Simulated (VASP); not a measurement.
Wanted: the native input for a VASP 6.6.1 run.

| Property | Result |
| --- | --- |
| Task | relaxation of cell and atoms |
| Functional | PBEsol |
| Potentials or basis | VASP PAW PBE potentials, release 64 (Pt) |
| Cutoff | 600 eV |
| k mesh | 16 × 16 × 9 |
| Occupations | fermi-dirac, width 0.1 eV |
| Spin | no spin polarisation |
| Target pressure | 2.6 GPa |
| Dipole correction | no |
| Further INCAR settings | ALGO = Normal; EDIFF = 1e-06; IBRION = 2; EDIFFG = -0.005; NSW = 60; ISIF = 3 |

The structure of Pt lies in POSCAR:

```
Pt
1.0
    2.7706427372      0.0000000000      0.0000000000
   -1.3853213686      2.3994469952      0.0000000000
    0.0000000000      0.0000000000      4.4884412343
Pt
2
Direct
    0.3333333333      0.6666666667      0.2500000000
    0.6666666667      0.3333333333      0.7500000000
```

The input as run:

INCAR

```
SYSTEM = Pt
ALGO = Normal ; EDIFF = 1E-6
EDIFFG = -0.005 ; ENCUT = 600
GGA = PS ; IBRION = 2
ISIF = 3 ; ISMEAR = -1
LASPH = .True. ; LCHARG = .False.
LREAL = .False. ; LWAVE = .False.
NELM = 80 ; NSW = 60
PREC = Accurate ; PSTRESS = 26.0
SIGMA = 0.1
```

KPOINTS

```
k-points
0
Gamma
  16 16 9
  0 0 0
```

Potentials or basis: VASP PAW PBE potentials, release 64 (Pt).

Launch:

```sh
$ cat potpaw_PBE.64/Pt/POTCAR > POTCAR
$ mpirun -np 1 vasp_std > vasp.out
```

Results of the run:

* Relaxed volume: 15.00 Å³/atom
* Relaxed cell: a = 2.726 Å, b = 2.726 Å, c = 4.659 Å, α = 90.00°, β = 90.00°, γ = 120.00°
* Space group after relaxing (to 0.05 Å): P6_3/mmc (No. 194)
* Energy change on relaxing (the enthalpy is what falls): -18.8 meV/atom
* Ionic steps: 7
* Pressure after relaxing: 2.6 GPa
* Band gap on the k mesh: zero (band 10 reaches 11.69 eV, above the bottom of band 11 at 10.35 eV)

Caveat: the cell is relaxed towards a set pressure, so the enthalpy falls and the energy may rise; the PAW data sets were made with another functional, which shifts forces and pressure a little; spin-orbit coupling is left out, which moves the levels of the heavy elements.

Run time: 2.7 min on 1 thread of Intel(R) Xeon(R) Platinum 8375C CPU @ 2.90GHz (Ice Lake), with other jobs on the host, peak memory 0.21 GiB.
